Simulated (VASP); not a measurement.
A run of VASP 6.6.1:

The input INCAR:

```
SYSTEM = Ir
PREC = Accurate ; ENCUT = 520
EDIFF = 1E-6 ; ISMEAR = -1
SIGMA = 0.1 ; LREAL = .FALSE.
LASPH = .TRUE. ; NELM = 80
ALGO = Normal ; ISIF = 2
LWAVE = .FALSE. ; LCHARG = .TRUE.
GGA = CA ; LELF = .TRUE.
LVHAR = .TRUE. ; NBANDS = 10
```

The input KPOINTS:

```
Automatic mesh
0
G
  16 16 16
  0 0 0
```

Contents of POSCAR:

```
Ir
1.0
   -1.5096907167      1.5096907167      1.5096907167
    1.5096907167     -1.5096907167      1.5096907167
    1.5096907167      1.5096907167     -1.5096907167
Ir
1
Direct
    0.0000000000      0.0000000000      0.0000000000
```

Potentials or basis: VASP PAW LDA potentials, release 64 (Ir).

Command:

```console
$ cat potpaw_LDA.64/Ir/POTCAR > POTCAR
$ mpirun -np 1 vasp_std > vasp.out
```

Hardware: 1 thread of AMD EPYC 7R13, on a shared host.

Task: Estimate the wall time of this run.

Result: Wall time 31 s on 1 thread of AMD EPYC 7R13 (shared host), peak memory 0.11 GiB. Counts: scf iterations 12, k points 145.
